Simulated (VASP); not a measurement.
# Mo (P6/mmm) in VASP: a series of runs

Runs on Mo. Level: PBEsol. Tasks: single point.

Everything below comes from runs of VASP 6.6.1. Logs are shortened: lines on timing, memory, paths and dates and some standing lists are left out, and cuts for length are marked.

### Step 1. The cell of the first run

The structure is hexagonal, space group P6/mmm (No. 191). The conventional cell has a = 2.736 Å, b = 2.736 Å, c = 2.555 Å, α = 90.00°, β = 90.00°, γ = 120.00°. Mo (site symmetry 6/mmm) has 8 Mo at 2.56 to 2.74 Å within 3.4 Å.

### Step 2. Single point, PBEsol

Contents of INCAR:

```
SYSTEM = Mo
ALGO = Normal
EDIFF = 1E-6
ENCUT = 520
GGA = PS
ISIF = 2
ISMEAR = -1
LASPH = .TRUE.
LCHARG = .FALSE.
LREAL = .FALSE.
LWAVE = .FALSE.
NBANDS = 13
NELM = 80
PREC = Accurate
SIGMA = 0.15
```

Contents of KPOINTS:

```
k-points
0
G
  8 8 8
  0 0 0
```

Contents of POSCAR:

```
Mo
1.0
    2.7355100000      0.0000000000      0.0000000000
   -1.3677600000      2.3690200000      0.0000000000
    0.0000000000      0.0000000000      2.5551800000
Mo
1
Direct
    0.0000000000      0.0000000000      0.5000000000
```

Potentials or basis: VASP PAW PBE potentials, release 64 (Mo_sv).

Started as:

```sh
$ cat potpaw_PBE.64/Mo_sv/POTCAR > POTCAR
$ mpirun -np 1 vasp_std > vasp.out
```

OUTCAR:

```text
SYSTEM = Mo
   EDIFF = 1E-6
   ENCUT = 520
   GGA = PS
   ISIF = 2
   ISMEAR = -1
   LASPH = .TRUE.
   LREAL = .FALSE.
   NELM = 80
   PREC = Accurate

 ion  position               nearest neighbor table
   1  0.000  0.000  0.500-

  LATTYP: Found a hexagonal cell.
 ALAT       =     2.7355100000
 C/A-ratio  =     0.9340781061

  Lattice vectors:

 A1 = (   2.7355100000,   0.0000000000,   0.0000000000)
 A2 = (  -1.3677600000,   2.3690200000,   0.0000000000)
 A3 = (   0.0000000000,   0.0000000000,   2.5551800000)

Analysis of symmetry for initial positions (statically):
=====================================================================
 Subroutine PRICEL returns:
 Original cell was already a primitive cell.

 Routine SETGRP: Setting up the symmetry group for a
 hexagonal supercell.

 Subroutine GETGRP returns: Found 24 space group operations
 (whereof 24 operations were pure point group operations)
 out of a pool of 24 trial point group operations.

The static configuration has the point symmetry D_6h.

Analysis of symmetry for dynamics (positions and initial velocities):
=====================================================================
 Subroutine PRICEL returns:
 Original cell was already a primitive cell.

 Routine SETGRP: Setting up the symmetry group for a
 hexagonal supercell.

 Subroutine GETGRP returns: Found 24 space group operations
 (whereof 24 operations were pure point group operations)
 out of a pool of 24 trial point group operations.

The dynamic configuration has the point symmetry D_6h.

 Subroutine INISYM returns: Found 24 space group operations
 (whereof 24 operations are pure point group operations),
 and found     1 'primitive' translations

----------------------------------------------------------------------------------------

                                     Primitive cell

  volume of cell :      16.5588

  direct lattice vectors                    reciprocal lattice vectors
     2.735510000  0.000000000  0.000000000     0.365562546  0.211058509  0.000000000
    -1.367760000  2.369020000  0.000000000     0.000000000  0.422115474  0.000000000
     0.000000000  0.000000000  2.555180000     0.000000000  0.000000000  0.391361861

  length of vectors
     2.735510000  2.735511502  2.555180000     0.422115706  0.422115474  0.391361861

  position of ions in fractional coordinates (direct lattice)
     0.000000000  0.000000000  0.500000000

  ion indices of the primitive-cell ions
   primitive index   ion index
                 1           1

----------------------------------------------------------------------------------------

 KPOINTS: k-points

Automatic generation of k-mesh.
 Grid dimensions read from file:
 generate k-points for:    8    8    8

 Generating k-lattice:

  Cartesian coordinates                     Fractional coordinates (reciprocal lattice)
     0.045695318  0.026382314  0.000000000     0.125000000  0.000000000  0.000000000
     0.000000000  0.052764434  0.000000000     0.000000000  0.125000000  0.000000000
     0.000000000  0.000000000  0.048920233     0.000000000  0.000000000  0.125000000

  Length of vectors
     0.052764463  0.052764434  0.048920233

  Shift w.r.t. Gamma in fractional coordinates (k-lattice)
     0.000000000  0.000000000  0.000000000

 Subroutine IBZKPT returns following result:
 ===========================================

 Found     50 irreducible k-points:

 Following reciprocal coordinates:
            Coordinates               Weight
  0.000000  0.000000  0.000000      1.000000
  0.125000  0.000000  0.000000      6.000000
  0.250000  0.000000  0.000000      6.000000
  0.375000 -0.000000  0.000000      6.000000
  0.500000  0.000000  0.000000      3.000000
  0.125000  0.125000  0.000000      6.000000
[... 16 lines left out ...]
  0.250000  0.000000  0.250000     12.000000
  0.375000 -0.000000  0.250000     12.000000
 [... further k-points ...]
   k-points           NKPTS =     50   k-points in BZ     NKDIM =     50   number of bands    NBANDS=     13
   number of dos      NEDOS =    301   number of ions     NIONS =      1
   total plane-waves  NPLWV =   8000
   dimension x,y,z NGX =    20 NGY =   20 NGZ =   20
   dimension x,y,z NGXF=    40 NGYF=   40 NGZF=   40
   ions per type =               1
   NGX,Y,Z   is equivalent  to a cutoff of  12.15, 12.15, 13.01 a.u.
   NGXF,Y,Z  is equivalent  to a cutoff of  24.31, 24.31, 26.02 a.u.
 SYSTEM =  Mo
   PREC   = accura    normal or accurate (medium, high low for compatibility)
   ISTART =      0    job   : 0-new  1-cont  2-samecut
   ICHARG =      2    charge: 1-file 2-atom 10-const
   ISPIN  =      1    spin polarized calculation?
   LNONCOLLINEAR =      F non collinear calculations
   LSORBIT =      F    spin-orbit coupling
   LASPH  =      T    aspherical Exc in radial PAW
   ENCUT  =  520.0 eV  38.22 Ry    6.18 a.u.   5.09  5.09  4.75*2*pi/ulx,y,z
   NELM   =     80;   NELMIN=  2; NELMDL= -5     # of ELM steps
   EDIFF  = 0.1E-05   stopping-criterion for ELM
   LREAL  =      F    real-space projection
   EDIFFG = 0.1E-04   stopping-criterion for IOM
   NSW    =      0    number of steps for IOM
   IBRION =     -1    ionic relax: 0-MD 1-quasi-New 2-CG
   NFREE  =      0    steps in history (QN), initial steepest desc. (CG)
   ISIF   =      2    stress and relaxation
   ISYM   =      2    0-nonsym 1-usesym 2-fastsym
   POTIM  = 0.5000    time-step for ionic-motion
   TEBEG  =    0.0;   TEEND  =   0.0 temperature during run
   PSTRESS=    0.0 pullay stress
   NELECT =      14.0000    total number of electrons
   NUPDOWN=      -1.0000    fix difference up-down
   EMIN   =  10.00;   EMAX   =-10.00  energy-range for DOS
   EFERMI =   0.00;   METHOD = LEGACY
   ISMEAR =    -1;   SIGMA  =   0.15  broadening in eV -4-tet -1-fermi 0-gaus
   EFERMI_NEDOS =   21; number of points for ismear=-14 and -15
   IALGO  =     38    algorithm
   IMIX   =      4    mixing-type and parameters
     AMIX     =   0.40;   BMIX     =  1.00
     AMIX_MAG =   1.60;   BMIX_MAG =  1.00
  volume/ion in A,a.u.               =      16.56       111.74
  Fermi-wavevector in a.u.,A,eV,Ry     =   1.548013  2.925321 32.604252  2.396345
  Thomas-Fermi vector in A             =   2.653024
   LORBIT       =      0    0 simple, 1 ext, 2 COOP (PROOUT), +10 PAW based schemes
   GGA     = PS    functional components
   LHFCALC =     F    Hartree Fock is set to
   AEXX    =    0.0000 exact exchange contribution
   IVDW    =     0    specifies the selected vdW correction
   LEPSILON=     F    determine dielectric tensor
   LRPA    =     F    only Hartree local field effects (RPA)
 non-spin polarized calculation
  energy-cutoff  :      520.00
  volume of cell :       16.56
 maximum number of plane-waves:       460
   NGX = 11   NGY = 11   NGZ =  9

 number of electron      14.0000000 magnetization

 Free energy of the ion-electron system (eV)
  ---------------------------------------------------
  ext. energy  EPLUGINS =         0.00000000
  ---------------------------------------------------
  free energy    TOTEN  =       -10.85294921 eV

  energy without entropy =      -10.75754695  energy(sigma->0) =      -10.80524808

 E-fermi :  11.4791     XC(G=0): -13.1160

 val. band max:       11.4710256888   @ k =   0.1250   0.0000   0.2500
 cond. band min:      11.4826802464   @ k =   0.1250   0.1250   0.5000
 fundamental gap:      0.0116545577
 Fermi energy:        11.4790519176

 k-point     1 :       0.0000    0.0000    0.0000
  band No.  band energies     occupation
      1     -49.5023      2.00000
      2     -22.7966      2.00000
      3     -22.7966      2.00000
      4     -22.7628      2.00000
      5       4.6085      2.00000
      6       7.1014      2.00000
      7      10.5439      1.99609
      8      10.5440      1.99608
      9      15.5563      0.00000
     10      15.5563      0.00000
     11      24.4371      0.00000
     12      27.1680      0.00000
     13      31.9379      0.00000

 k-point     2 :       0.1250    0.0000    0.0000
  band No.  band energies     occupation
      1     -49.4698      2.00000
      2     -23.0117      2.00000
      3     -22.8448      2.00000
      4     -22.7401      2.00000
      5       5.1899      2.00000
      6       7.3608      2.00000
      7      10.0129      1.99989
      8      11.1028      1.84947
      9      14.9413      0.00000
     10      15.4515      0.00000
     11      25.7143      0.00000
     12      28.3383      0.00000
     13      29.4772      0.00000

 k-point     3 :       0.2500    0.0000    0.0000
  band No.  band energies     occupation
      1     -49.3903      2.00000
      2     -23.5125      2.00000
      3     -22.9596      2.00000
      4     -22.6851      2.00000
      5       6.3926      2.00000
      6       7.7741      2.00000
      7       9.6936      1.99999
      8      12.6546      0.00079
      9      13.7373      0.00000
     10      15.2076      0.00000
     11      25.3808      0.00000
     12      28.5364      0.00000
     13      29.1547      0.00000
[... 305 lines left out ...]
 k-point    23 :       0.2500    0.0000    0.2500
  band No.  band energies     occupation
      1     -49.2738      2.00000
      2     -23.5539      2.00000
      3     -23.4034      2.00000
      4     -22.8755      2.00000
      5       7.3911      2.00000
      6       9.0205      2.00000
      7      10.6481      1.99217
      8      12.7603      0.00039
      9      12.9012      0.00015
     10      13.3530      0.00001
     11      24.5556      0.00000
     12      27.2619      0.00000
     13      31.9984      0.00000

 k-point    24 :       0.3750   -0.0000    0.2500
  band No.  band energies     occupation
      1     -49.1949      2.00000
      2     -23.8722      2.00000
      3     -23.4716      2.00000
      4     -22.9851      2.00000
      5       7.3617      2.00000
      6       8.2431      2.00000
      7      11.4855      0.97844
      8      12.6974      0.00059
      9      14.5378      0.00000
     10      15.0130      0.00000
     11      22.9115      0.00000
     12      27.5549      0.00000
     13      29.6248      0.00000

 [... further k-points ...]

------------------------ aborting loop because EDIFF is reached ----------------------------------------

  FORCE on cell =-STRESS in cart. coord.  units (eV):
  Direction    XX          YY          ZZ          XY          YZ          ZX
  --------------------------------------------------------------------------------------
  -------------------------------------------------------------------------------------
  Total        0.0334854      0.0334854     -0.9459532     -0.0000001      0.0000000      0.0000000
  in kB        3.2399467      3.2399436    -91.5275182     -0.0000068      0.0000000      0.0000000
  external PRESSURE =     -28.3492093 kB  Pullay stress =       0.0000000 kB

 VOLUME and BASIS-vectors are now :
 -----------------------------------------------------------------------------
  energy-cutoff  :      520.00
  volume of cell :       16.56
      direct lattice vectors                 reciprocal lattice vectors
     2.735510000  0.000000000  0.000000000     0.365562546  0.211058509  0.000000000
    -1.367760000  2.369020000  0.000000000     0.000000000  0.422115474  0.000000000
     0.000000000  0.000000000  2.555180000     0.000000000  0.000000000  0.391361861

 POSITION                                       TOTAL-FORCE (eV/Angst)
 -----------------------------------------------------------------------------------
      0.00000      0.00000      1.27759         0.000000      0.000000      0.000000
 -----------------------------------------------------------------------------------
    total drift:                               -0.000000      0.000000     -0.000000

  FREE ENERGIE OF THE ION-ELECTRON SYSTEM (eV)
  ---------------------------------------------------
  free  energy   TOTEN  =       -10.8529492051 eV

  energy  without entropy=      -10.7575469520  energy(sigma->0) =      -10.80524808
```

Run time: 14 s. Hardware: 1 thread of Intel Xeon 8259CL, shared host; peak memory 0.12 GiB.

Results:

```yaml
Free_energy: -10.8529 eV
Pressure: -2.8 GPa
Band_gap_on_the_k_mesh: zero (band 7 reaches 12.41 eV, above the bottom of band 8 at 10.54 eV)
```

Stress tensor (GPa, compression positive):
```
 0.32  0.00  0.00
 0.00  0.32  0.00
 0.00  0.00 -9.15
```

Levels at points of the mesh, in eV from the Fermi level:
| k point | band 3 | band 4 | band 5 | band 6 | band 7 | band 8 | band 9 | band 10 | band 11 | band 12 |
| --- | --- | --- | --- | --- | --- | --- | --- | --- | --- | --- |
| (0.00, 0.00, 0.00) | -34.28 | -34.24 | -6.87 | -4.38 | -0.94 | -0.94 | 4.08 | 4.08 | 12.96 | 15.69 |
| (0.50, 0.00, 0.00) | -34.60 | -34.09 | -4.97 | -3.20 | 0.93 | 0.99 | 3.40 | 4.41 | 10.11 | 13.37 |
| (0.00, 0.00, 0.50) | -34.12 | -34.12 | -3.78 | -0.11 | -0.11 | -0.04 | 0.75 | 0.75 | 10.02 | 16.06 |
| (0.50, 0.00, 0.50) | -35.41 | -34.42 | -5.40 | -3.44 | -0.52 | 4.76 | 6.01 | 6.33 | 7.19 | 16.12 |

Caveat: the PAW data sets were made with another functional, which shifts forces and pressure a little.

### Step 3. Single point, PBEsol

This run uses another cell than the first one, of 16.64 Å³/atom, 1.005 times its volume.

Contents of INCAR:

```
SYSTEM = Mo
  PREC = Accurate
  ENCUT = 520
  EDIFF = 1E-6
  ISMEAR = -1
  SIGMA = 0.15
  LREAL = .FALSE.
  LASPH = .TRUE.
  NELM = 100
  ALGO = Normal
  ISIF = 2
  LWAVE = .FALSE.
  LCHARG = .TRUE.
  GGA = PS
  LELF = .TRUE.
  LVHAR = .TRUE.
  NBANDS = 13
```

Contents of KPOINTS:

```
Automatic mesh
0
G
  8 8 8
  0 0 0
```

Contents of POSCAR:

```
Mo
1.0
    2.7400616057      0.0000000000      0.0000000000
   -1.3700358112      2.3729618043      0.0000000000
    0.0000000000      0.0000000000      2.5594315553
Mo
1
Direct
    0.0000000000      0.0000000000      0.5000000000
```

Potentials or basis: VASP PAW PBE potentials, release 64 (Mo_sv).

Started as:

```sh
$ cat potpaw_PBE.64/Mo_sv/POTCAR > POTCAR
$ mpirun -np 1 vasp_std > vasp.out
```

Run time: 14 s. Hardware: 1 thread of Intel Xeon 8259CL, shared host; peak memory 0.12 GiB.

Results (log left out):

| Property | Result |
| --- | --- |
| Free energy | -10.8513 eV |
| Pressure | -3.8 GPa |
| Band gap on the k mesh | zero (band 7 reaches 12.33 eV, above the bottom of band 8 at 10.48 eV) |

Stress tensor (GPa, compression positive):
```
 -0.77   0.00   0.00
  0.00  -0.77   0.00
  0.00   0.00 -10.00
```

Levels at points of the mesh, in eV from the Fermi level:
| k point | band 3 | band 4 | band 5 | band 6 | band 7 | band 8 | band 9 | band 10 | band 11 | band 12 |
| --- | --- | --- | --- | --- | --- | --- | --- | --- | --- | --- |
| (0.00, 0.00, 0.00) | -34.28 | -34.25 | -6.85 | -4.35 | -0.93 | -0.93 | 4.05 | 4.05 | 12.96 | 15.65 |
| (0.50, 0.00, 0.00) | -34.60 | -34.10 | -4.94 | -3.18 | 0.93 | 0.98 | 3.38 | 4.38 | 10.05 | 13.33 |
| (0.00, 0.00, 0.50) | -34.13 | -34.13 | -3.77 | -0.11 | -0.11 | -0.05 | 0.75 | 0.75 | 9.95 | 16.05 |
| (0.50, 0.00, 0.50) | -35.40 | -34.43 | -5.36 | -3.42 | -0.51 | 4.72 | 5.96 | 6.31 | 7.15 | 16.08 |

Caveat: the PAW data sets were made with another functional, which shifts forces and pressure a little.

(Continued in part 2 of 2.)
